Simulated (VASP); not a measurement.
Wanted: the native input for a VASP 6.6.1 run.

```yaml
Task: single point
Functional: PBE
Potentials_or_basis: VASP PAW PBE potentials, release 64 (O, Mg, S)
Cutoff: 520 eV
k_mesh: 4 × 4 × 4
Occupations: gaussian, width 0.01 eV
Spin: no spin polarisation
Dipole_correction: no
Further_INCAR_settings: ALGO = Normal; EDIFF = 1e-06; NBANDS = 16
```

The structure of Mg2SO lies in POSCAR:

```
Mg2SO
1.0
    3.6748650568      0.0000000000      0.0000000000
    0.0000000000      3.6748650568      0.0000000000
    0.0000000000      0.0000000000      4.8839690323
O Mg S
1 2 1
Direct
    0.0000000000      0.0000000000      0.0000000000
    0.0000000000      0.5000000000      0.8113169975
    0.5000000000      0.0000000000      0.1886830025
    0.5000000000      0.5000000000      0.5000000000
```

One way to write it, as run:

INCAR

```
SYSTEM = Mg2SO
  PREC = Accurate
  ENCUT = 520
  EDIFF = 1E-6
  ISMEAR = 0
  SIGMA = 0.01
  LREAL = .FALSE.
  LASPH = .TRUE.
  NELM = 60
  ALGO = Normal
  ISIF = 2
  LWAVE = .FALSE.
  LCHARG = .FALSE.
  GGA = PE
  NBANDS = 16
```

KPOINTS

```
Automatic mesh
0
G
  4 4 4
  0 0 0
```

Potentials or basis: VASP PAW PBE potentials, release 64 (O, Mg, S).

Run with:

```console
$ cat potpaw_PBE.64/O/POTCAR potpaw_PBE.64/Mg/POTCAR potpaw_PBE.64/S/POTCAR > POTCAR
$ mpirun -np 1 vasp_std > vasp.out
```

Results of the run:

The pressure is 1.8 GPa, the largest force is 0.018 eV/Å and the band gap on the k mesh is 1.61 eV, indirect (least direct gap 1.76 eV).

Caveat: the k points lie up to 0.43 Å⁻¹ apart.

Wall time 8.4 s on 1 thread of Intel(R) Xeon(R) 6975P-C (Granite Rapids) (shared host), peak memory 0.17 GiB.
